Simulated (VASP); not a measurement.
Input of a VASP 6.6.1 run:

INCAR

```
SYSTEM = Ta2C
ALGO     = Normal         ! electronic algorithm
EDIFF    = 1E-7           ! SCF threshold, eV
ENCUT    = 520            ! plane-wave cutoff, eV
GGA      = PS             ! functional
ISIF     = 2              ! what is computed and relaxed
ISMEAR   = 0              ! smearing method
LASPH    = .True.         ! aspherical terms in the spheres
LCHARG   = .True.         ! write CHGCAR
LELF     = .True.         ! ELF
LREAL    = .False.        ! projectors in reciprocal space
LVHAR    = .True.       
LWAVE    = .False.        ! write WAVECAR
NBANDS   = 20             ! bands
NELM     = 60             ! most SCF steps
PREC     = Accurate       ! precision mode
SIGMA    = 0.1            ! smearing width, eV
```

File KPOINTS:

```
k-points
0
Gamma
  18 18 10
  0 0 0
```

Contents of POSCAR:

```
Ta2C
1.0
    3.0333946826      0.0000000000      0.0000000000
   -1.5166973413      2.6269968548      0.0000000000
    0.0000000000      0.0000000000      4.9791499647
Ta C
2 1
Direct
    0.3333333333      0.6666666667      0.2540074820
    0.6666666667      0.3333333333      0.7459925180
    0.0000000000      0.0000000000      0.0000000000
```

Potentials or basis: VASP PAW PBE potentials, release 64 (Ta_pv, C).

Launch:

```bash
$ cat potpaw_PBE.64/Ta_pv/POTCAR potpaw_PBE.64/C/POTCAR > POTCAR
$ mpirun -np 1 vasp_std > vasp.out
```

(1) Predict the band gap on the k mesh.

(2) What does it give for the largest force?

(3) Predict the pressure.

## Answers

(1) zero (band 13 reaches 7.26 eV, above the bottom of band 14 at 6.56 eV).

(2) 0.051 eV/Å.

(3) 8.9 GPa.

Caveat: the cell differs from its parent crystal (biaxial strain in the a-b plane: -2.0 %, then relaxed in part); the PAW data sets were made with another functional, which shifts forces and pressure a little; spin-orbit coupling is left out, which moves the levels of the heavy elements.
